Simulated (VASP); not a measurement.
BP: single point with PBE

Crystal: BP.

```
CELL_PARAMETERS angstrom
0.00000 2.26900 2.33707
2.26900 0.00000 2.33707
2.26900 2.26900 0.00000
ATOMIC_POSITIONS crystal
B 0.00000 0.00000 0.00000
P 0.25000 0.25000 0.25000
```

```json
{
 "Program": "VASP 6.6.1",
 "Task": "single point",
 "Functional": "PBE",
 "Potentials or basis": "VASP PAW PBE potentials, release 64 (B, P)",
 "Cutoff": "520 eV",
 "k mesh": "7 × 7 × 7",
 "Occupations": "fermi-dirac, width 0.05 eV",
 "Spin": "no spin polarisation"
}
```

```yaml
Pressure: -3.7 GPa
Band_gap_on_the_k_mesh: 1.06 eV, indirect (least direct gap 3.21 eV)
```

Stress tensor (GPa, compression positive):
```
-1.02  0.00  0.00
 0.00 -1.02  0.00
 0.00  0.00 -9.03
```

Levels at points of the mesh, in eV from the valence-band top:
```
           k point  band 1  band 2  band 3  band 4  band 5  band 6  band 7  band 8
(0.00, 0.00, 0.00)  -15.30   -0.30    0.00    0.00    3.21    3.21    3.37    6.81
```

Run time: 6 s on 1 thread of Intel(R) Xeon(R) 6975P-C (Granite Rapids), with other jobs on the host, peak memory 0.13 GiB.

A k mesh can miss the band edges. Expect the measured gap to be larger: semilocal functionals such as PBE lack the derivative discontinuity.
